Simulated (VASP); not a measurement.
# Mg2Si3N3 (Fmmm) in VASP: single point with PBE

Aim: the single point of Mg2Si3N3 with PBE.

All numbers are computed with VASP 6.6.1; they aren't measurements. Logs are shortened: lines on timing, memory, paths and dates and some standing lists are left out, and cuts for length are marked.

## (1) The cell of the first run

Symmetry: Fmmm, No. 69, orthorhombic system. Conventional cell: a = 5.872 Å, b = 7.429 Å, c = 11.824 Å, α = 90.00°, β = 90.00°, γ = 90.00°. Mg (site symmetry 222) has 2 N at 1.86 Å within 2.5 Å. Within 3.1 Å of Si (site symmetry mmm) lie 4 Si at 2.37 Å and 2 N at 2.94 Å. Within 3.1 Å of Si (site symmetry 2/m) lie 4 Si at 2.37 to 2.94 Å and 2 N at 2.37 Å and 2 Mg at 2.96 Å. N (site symmetry mmm) has 6 Si at 2.37 to 2.94 Å within 3.1 Å. Within 2.5 Å of N (site symmetry 2/m) lie 2 Mg at 1.86 Å.

The cell was built from a structure type or drawn by symmetry, and may not be a known phase.

## (2) Single point, PBE

File INCAR:

```
ALGO = Normal ; EDIFF = 1E-6
ENCUT = 600 ; GGA = PE
GGA_COMPAT = False ; ISIF = 2
ISMEAR = 0 ; LASPH = True
LCHARG = False ; LREAL = False
LWAVE = False ; NBANDS = 26
NELM = 120 ; PREC = Accurate
SIGMA = 0.2
```

File KPOINTS:

```
k-points
0
Gamma
  4 4 4
```

File POSCAR:

```
Mg2Si3N3
1.0
    0.0000000000      3.7144870844      5.9120039509
    2.9360259635      0.0000000000      5.9120039509
    2.9360259635      3.7144870844      0.0000000000
Mg Si N
2 3 3
Direct
    0.7500000000      0.7500000000      0.7500000000
    0.2500000000      0.2500000000      0.2500000000
    0.5000000000      0.5000000000      0.5000000000
    0.0000000000      0.0000000000      0.5000000000
    0.5000000000      0.5000000000      0.0000000000
    0.0000000000      0.0000000000      0.0000000000
    0.5000000000      0.0000000000      0.5000000000
    0.0000000000      0.5000000000      0.0000000000
```

Potentials or basis: VASP PAW PBE potentials, release 64 (Mg, Si, N).

The run is started by

```bash
> cat potpaw_PBE.64/Mg/POTCAR potpaw_PBE.64/Si/POTCAR potpaw_PBE.64/N/POTCAR > POTCAR
> mpirun -np 1 vasp_std > vasp.out
```

OUTCAR:

```text
EDIFF = 1E-6
   ENCUT = 600
   GGA = PE
   ISIF = 2
   ISMEAR = 0
   LASPH = True
   LREAL = False
   NELM = 120
   PREC = Accurate

 ion  position               nearest neighbor table
   1  0.750  0.750  0.750-   7 1.86   8 1.86   2 2.94   2 2.94   4 2.96   5 2.96
   2  0.250  0.250  0.250-   7 1.86   8 1.86   1 2.94   1 2.94   4 2.96   5 2.96
   3  0.500  0.500  0.500-   5 2.37   5 2.37   4 2.37   4 2.37
   4  0.000  0.000  0.500-   6 2.37   6 2.37   3 2.37   3 2.37   5 2.94   5 2.94   1 2.96   2 2.96

   5  0.500  0.500  0.000-   3 2.37   3 2.37   6 2.37   6 2.37   4 2.94   4 2.94   1 2.96   2 2.96

   6  0.000  0.000  0.000-   4 2.37   4 2.37   5 2.37   5 2.37
   7  0.500  0.000  0.500-   1 1.86   2 1.86
   8  0.000  0.500  0.000-   1 1.86   2 1.86

  LATTYP: Found a face centered orthorhombic cell.
 ALAT       =     5.8720519270
 B/A-ratio  =     1.2651410889
 C/A-ratio  =     2.0136075172

  Lattice vectors:

 A1 = (   0.0000000000,   3.7144870844,   5.9120039509)
 A2 = (   2.9360259635,   0.0000000000,   5.9120039509)
 A3 = (   2.9360259635,   3.7144870844,   0.0000000000)

Analysis of symmetry for initial positions (statically):
=====================================================================
 Subroutine PRICEL returns:
 Original cell was already a primitive cell.

 Routine SETGRP: Setting up the symmetry group for a
 face centered orthorhombic supercell.

 Subroutine GETGRP returns: Found  8 space group operations
 (whereof  8 operations were pure point group operations)
 out of a pool of  8 trial point group operations.

The static configuration has the point symmetry D_2h.

Analysis of symmetry for dynamics (positions and initial velocities):
=====================================================================
 Subroutine PRICEL returns:
 Original cell was already a primitive cell.

 Routine SETGRP: Setting up the symmetry group for a
 face centered orthorhombic supercell.

 Subroutine GETGRP returns: Found  8 space group operations
 (whereof  8 operations were pure point group operations)
 out of a pool of  8 trial point group operations.

The dynamic configuration has the point symmetry D_2h.

 Subroutine INISYM returns: Found  8 space group operations
 (whereof  8 operations are pure point group operations),
 and found     1 'primitive' translations

----------------------------------------------------------------------------------------

                                     Primitive cell

  volume of cell :     128.9506

  direct lattice vectors                    reciprocal lattice vectors
     0.000000000  3.714487084  5.912003951    -0.170298222  0.134608087  0.084573692
     2.936025964  0.000000000  5.912003951     0.170298222 -0.134608087  0.084573692
     2.936025964  3.714487084  0.000000000     0.170298222  0.134608087 -0.084573692

  length of vectors
     6.982063092  6.600911996  4.734729428     0.232966802  0.232966802  0.232966802

  position of ions in fractional coordinates (direct lattice)
     0.750000000  0.750000000  0.750000000
     0.250000000  0.250000000  0.250000000
     0.500000000  0.500000000  0.500000000
     1.000000000  0.000000000  0.500000000
     0.500000000  0.500000000  1.000000000
     0.000000000  0.000000000  0.000000000
     0.500000000  0.000000000  0.500000000
     0.000000000  0.500000000  0.000000000

  ion indices of the primitive-cell ions
   primitive index   ion index
                 1           1
                 2           2
                 3           3
                 4           4
                 5           5
                 6           6
                 7           7
                 8           8

----------------------------------------------------------------------------------------

 KPOINTS: k-points

Automatic generation of k-mesh.
 Grid dimensions read from file:
 generate k-points for:    4    4    4

 Generating k-lattice:

  Cartesian coordinates                     Fractional coordinates (reciprocal lattice)
    -0.042574555  0.033652022  0.021143423     0.250000000  0.000000000 -0.000000000
     0.042574555 -0.033652022  0.021143423     0.000000000  0.250000000  0.000000000
     0.042574555  0.033652022 -0.021143423    -0.000000000  0.000000000  0.250000000

  Length of vectors
     0.058241700  0.058241700  0.058241700

  Shift w.r.t. Gamma in fractional coordinates (k-lattice)
     0.000000000  0.000000000  0.000000000

 Subroutine IBZKPT returns following result:
 ===========================================

 Found     18 irreducible k-points:

 Following reciprocal coordinates:
            Coordinates               Weight
  0.000000  0.000000  0.000000      1.000000
  0.250000 -0.000000 -0.000000      8.000000
  0.500000 -0.000000 -0.000000      4.000000
  0.250000  0.250000  0.000000      2.000000
  0.500000  0.250000 -0.000000      8.000000
 -0.250000  0.250000  0.000000      4.000000
[... 10 lines left out ...]
 -0.250000  0.250000  0.500000      2.000000
  0.000000  0.500000  0.500000      1.000000
   k-points           NKPTS =     18   k-points in BZ     NKDIM =     18   number of bands    NBANDS=     26
   number of dos      NEDOS =    301   number of ions     NIONS =      8
   total plane-waves  NPLWV = 120960
   dimension x,y,z NGX =    56 NGY =   54 NGZ =   40
   dimension x,y,z NGXF=   112 NGYF=  108 NGZF=   80
   ions per type =               2   3   3
   NGX,Y,Z   is equivalent  to a cutoff of  13.33, 13.60, 14.04 a.u.
   NGXF,Y,Z  is equivalent  to a cutoff of  26.67, 27.20, 28.09 a.u.
 SYSTEM =  unknown system
   PREC   = accura    normal or accurate (medium, high low for compatibility)
   ISTART =      0    job   : 0-new  1-cont  2-samecut
   ICHARG =      2    charge: 1-file 2-atom 10-const
   ISPIN  =      1    spin polarized calculation?
   LNONCOLLINEAR =      F non collinear calculations
   LSORBIT =      F    spin-orbit coupling
   LASPH  =      T    aspherical Exc in radial PAW
   ENCUT  =  600.0 eV  44.10 Ry    6.64 a.u.  13.94 13.18  9.46*2*pi/ulx,y,z
   NELM   =    120;   NELMIN=  2; NELMDL= -5     # of ELM steps
   EDIFF  = 0.1E-05   stopping-criterion for ELM
   LREAL  =      F    real-space projection
   EDIFFG = 0.1E-04   stopping-criterion for IOM
   NSW    =      0    number of steps for IOM
   IBRION =     -1    ionic relax: 0-MD 1-quasi-New 2-CG
   NFREE  =      0    steps in history (QN), initial steepest desc. (CG)
   ISIF   =      2    stress and relaxation
   ISYM   =      2    0-nonsym 1-usesym 2-fastsym
   POTIM  = 0.5000    time-step for ionic-motion
   TEBEG  =    0.0;   TEEND  =   0.0 temperature during run
   PSTRESS=    0.0 pullay stress
   NELECT =      31.0000    total number of electrons
   NUPDOWN=      -1.0000    fix difference up-down
   EMIN   =  10.00;   EMAX   =-10.00  energy-range for DOS
   EFERMI =   0.00;   METHOD = LEGACY
   ISMEAR =     0;   SIGMA  =   0.20  broadening in eV -4-tet -1-fermi 0-gaus
   EFERMI_NEDOS =   21; number of points for ismear=-14 and -15
   IALGO  =     38    algorithm
   IMIX   =      4    mixing-type and parameters
     AMIX     =   0.40;   BMIX     =  1.00
     AMIX_MAG =   1.60;   BMIX_MAG =  1.00
  volume/ion in A,a.u.               =      16.12       108.78
  Fermi-wavevector in a.u.,A,eV,Ry     =   1.017937  1.923622 14.098300  1.036196
  Thomas-Fermi vector in A             =   2.151366
   LORBIT       =      0    0 simple, 1 ext, 2 COOP (PROOUT), +10 PAW based schemes
   GGA     = PE    functional components
   LHFCALC =     F    Hartree Fock is set to
   AEXX    =    0.0000 exact exchange contribution
   IVDW    =     0    specifies the selected vdW correction
   LEPSILON=     F    determine dielectric tensor
   LRPA    =     F    only Hartree local field effects (RPA)
 non-spin polarized calculation
 Gauss-broadening in eV      SIGMA  =   0.20
  energy-cutoff  :      600.00
  volume of cell :      128.95
 maximum number of plane-waves:      4320
   NGX = 27   NGY = 27   NGZ = 19

 number of electron      31.0000001 magnetization

 Free energy of the ion-electron system (eV)
  ---------------------------------------------------
  ext. energy  EPLUGINS =         0.00000000
  ---------------------------------------------------
  free energy    TOTEN  =       -34.03884516 eV

  energy without entropy =      -33.91247249  energy(sigma->0) =      -33.97565883

 E-fermi :   3.7936     XC(G=0):  -9.5241

 val. band max:        3.7645990078   @ k =   0.2500  -0.0000  -0.0000
 cond. band min:       3.8359492823   @ k =   0.0000   0.2500   0.2500
 fundamental gap:      0.0713502745
 Fermi energy:         3.7935889882

 k-point     1 :       0.0000    0.0000    0.0000
  band No.  band energies     occupation
      1     -10.1690      2.00000
      2      -9.0361      2.00000
      3      -8.1143      2.00000
      4      -5.8041      2.00000
      5      -1.8419      2.00000
      6      -1.7128      2.00000
[... 18 lines left out ...]
     25       9.6192      0.00000
     26      10.1360      0.00000

 k-point     2 :       0.2500   -0.0000   -0.0000
  band No.  band energies     occupation
      1      -9.9326      2.00000
      2      -8.9399      2.00000
      3      -8.2857      2.00000
      4      -6.1973      2.00000
      5      -3.3658      2.00000
      6      -1.2206      2.00000
[... 18 lines left out ...]
     25       9.7759      0.00000
     26      10.6290      0.00000

 k-point     3 :       0.5000   -0.0000   -0.0000
  band No.  band energies     occupation
      1      -9.6076      2.00000
      2      -8.7230      2.00000
      3      -8.6300      2.00000
      4      -6.6720      2.00000
      5      -3.7481      2.00000
      6      -1.6196      2.00000
[... 18 lines left out ...]
     25       9.3253      0.00000
     26      10.0916      0.00000

 k-point     4 :       0.2500    0.2500    0.0000
  band No.  band energies     occupation
      1     -10.1039      2.00000
      2      -9.1242      2.00000
      3      -8.1184      2.00000
      4      -5.8524      2.00000
      5      -1.8515      2.00000
      6      -1.7807      2.00000
[... 18 lines left out ...]
     25      10.0008      0.00000
     26      10.1603      0.00000

 k-point     5 :       0.5000    0.2500   -0.0000
  band No.  band energies     occupation
      1      -9.8461      2.00000
      2      -9.0453      2.00000
      3      -8.2994      2.00000
      4      -6.2340      2.00000
      5      -3.3911      2.00000
      6      -1.1547      2.00000
[... 18 lines left out ...]
     25       9.4719      0.00000
     26      10.0950      0.00000

 k-point     6 :      -0.2500    0.2500    0.0000
  band No.  band energies     occupation
      1      -9.6084      2.00000
      2      -8.6832      2.00000
      3      -8.6701      2.00000
      4      -6.6707      2.00000
      5      -3.7482      2.00000
      6      -1.6150      2.00000
[... 253 lines left out ...]
 k-point    15 :       0.5000   -0.2500    0.2500
  band No.  band energies     occupation
      1      -9.6178      2.00000
      2      -8.8623      2.00000
      3      -8.5008      2.00000
      4      -6.2799      2.00000
      5      -4.7997      2.00000
      6      -0.8424      2.00000
[... 18 lines left out ...]
     25       9.8389      0.00000
     26      10.9722      0.00000

 k-point    16 :       0.5000    0.0000    0.5000
  band No.  band energies     occupation
      1      -9.4427      2.00000
      2      -8.7150      2.00000
      3      -8.4389      2.00000
      4      -5.8086      2.00000
      5      -5.1566      2.00000
      6      -4.0212      2.00000
[... 18 lines left out ...]
     25       9.4021      0.00000
     26       9.4041      0.00000

 k-point    17 :      -0.2500    0.2500    0.5000
  band No.  band energies     occupation
      1      -9.4009      2.00000
      2      -8.7604      2.00000
      3      -8.4498      2.00000
      4      -5.7774      2.00000
      5      -5.2138      2.00000
      6      -3.9531      2.00000
[... 18 lines left out ...]
     25       9.4110      0.00000
     26       9.8806      0.00000

 k-point    18 :       0.0000    0.5000    0.5000
  band No.  band energies     occupation
      1      -9.3520      2.00000
      2      -8.8131      2.00000
      3      -8.4605      2.00000
      4      -5.7451      2.00000
      5      -5.2685      2.00000
      6      -3.8825      2.00000
[... 18 lines left out ...]
     25       9.4497      0.00000
     26      10.3984      0.00000

------------------------ aborting loop because EDIFF is reached ----------------------------------------

  FORCE on cell =-STRESS in cart. coord.  units (eV):
  Direction    XX          YY          ZZ          XY          YZ          ZX
  --------------------------------------------------------------------------------------
  -------------------------------------------------------------------------------------
  Total       -0.1084370     -0.2751668      0.0069768      0.0000000      0.0000000      0.0000000
  in kB       -1.3473012     -3.4188750      0.0866852      0.0000000      0.0000000      0.0000000
  external PRESSURE =      -1.5598303 kB  Pullay stress =       0.0000000 kB

 VOLUME and BASIS-vectors are now :
 -----------------------------------------------------------------------------
  energy-cutoff  :      600.00
  volume of cell :      128.95
      direct lattice vectors                 reciprocal lattice vectors
     0.000000000  3.714487084  5.912003951    -0.170298222  0.134608087  0.084573692
     2.936025964  0.000000000  5.912003951     0.170298222 -0.134608087  0.084573692
     2.936025964  3.714487084  0.000000000     0.170298222  0.134608087 -0.084573692

 POSITION                                       TOTAL-FORCE (eV/Angst)
 -----------------------------------------------------------------------------------
      4.40404      5.57173      8.86801         0.000000      0.000000      0.000000
      1.46801      1.85724      2.95600        -0.000000     -0.000000     -0.000000
      2.93603      3.71449      5.91200        -0.000000     -0.000000     -0.000000
      1.46801      1.85724      0.00000         0.000000     -0.000000     -0.000000
      1.46801      1.85724      5.91200         0.000000     -0.000000     -0.000000
      0.00000      0.00000      0.00000        -0.000000     -0.000000     -0.000000
      1.46801      3.71449      2.95600        -0.000000     -0.000000     -0.000000
      1.46801      0.00000      2.95600        -0.000000     -0.000000     -0.000000
 -----------------------------------------------------------------------------------
    total drift:                               -0.000000     -0.000000      0.000000

  FREE ENERGIE OF THE ION-ELECTRON SYSTEM (eV)
  ---------------------------------------------------
  free  energy   TOTEN  =       -34.0388451647 eV

  energy  without entropy=      -33.9124724944  energy(sigma->0) =      -33.97565883
```

It took 52 s on 1 thread of Intel Xeon 6975P-C (Granite Rapids), shared host; peak memory 0.37 GiB.

What came out:

```
Free energy            : -34.0388 eV
Pressure               : -0.2 GPa
Band gap on the k mesh : zero (an odd number of electrons rules out a gap without spin polarisation)
```

Stress tensor (GPa, compression positive):
```
-0.13  0.00  0.00
 0.00 -0.34  0.00
 0.00  0.00  0.01
```

Caveat: the k points lie up to 0.37 Å⁻¹ apart, too coarse for converged energies and pressures of a metal.
